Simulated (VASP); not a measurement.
Input of a VASP 6.6.1 run:

Contents of POSCAR:

```
Fe
1.0
   -1.3935430000      1.3935430000      1.3935430000
    1.3935430000     -1.3935430000      1.3935430000
    1.3935430000      1.3935430000     -1.3935430000
Fe
1
Direct
    0.0000000000      0.0000000000      0.0000000000
```

File INCAR.step1:

```
SYSTEM = Fe
PREC = Accurate ; ENCUT = 520
ISMEAR = -1 ; SIGMA = 0.05
LREAL = .FALSE. ; LASPH = .TRUE.
NELM = 150 ; ISPIN = 2
MAGMOM = 2.2 ; LMAXMIX = 4
NBANDS = 14 ; GGA = PE
ALGO = Normal ; EDIFF = 1E-4
LWAVE = .TRUE. ; LCHARG = .FALSE.
```

The input INCAR.step2:

```
SYSTEM = Fe
PREC = Accurate ; ENCUT = 520
EDIFF = 1E-7 ; ISMEAR = -1
SIGMA = 0.05 ; LREAL = .FALSE.
LASPH = .TRUE. ; NELM = 150
ALGO = Normal ; ISIF = 2
LWAVE = .FALSE. ; LCHARG = .TRUE.
ISPIN = 2 ; MAGMOM = 2.2
LORBIT = 11 ; LMAXMIX = 4
METAGGA = R2SCAN ; LMIXTAU = .TRUE.
LELF = .TRUE. ; LVHAR = .TRUE.
NBANDS = 14 ; ISTART = 1
```

File KPOINTS:

```
regular mesh
0
G
  15 15 15
  0 0 0
```

Potentials or basis: VASP PAW PBE potentials, release 64 (Fe).

Launch:

```console
$ cat potpaw_PBE.64/Fe/POTCAR > POTCAR
$ cp INCAR.step1 INCAR
$ mpirun -np 1 vasp_std > vasp.out
$ cp INCAR.step2 INCAR
$ mpirun -np 1 vasp_std > vasp.out
```

**Question.** What does it give for the site moments?

**Answer.** Fe +2.59 μB.

**Question.** Predict the pressure.

**Answer.** 17.5 GPa.

**Question.** Estimate the net moment.

**Answer.** 2.55 μB per cell.

Caveat: the PAW data sets were made with another functional, which shifts forces and pressure a little.
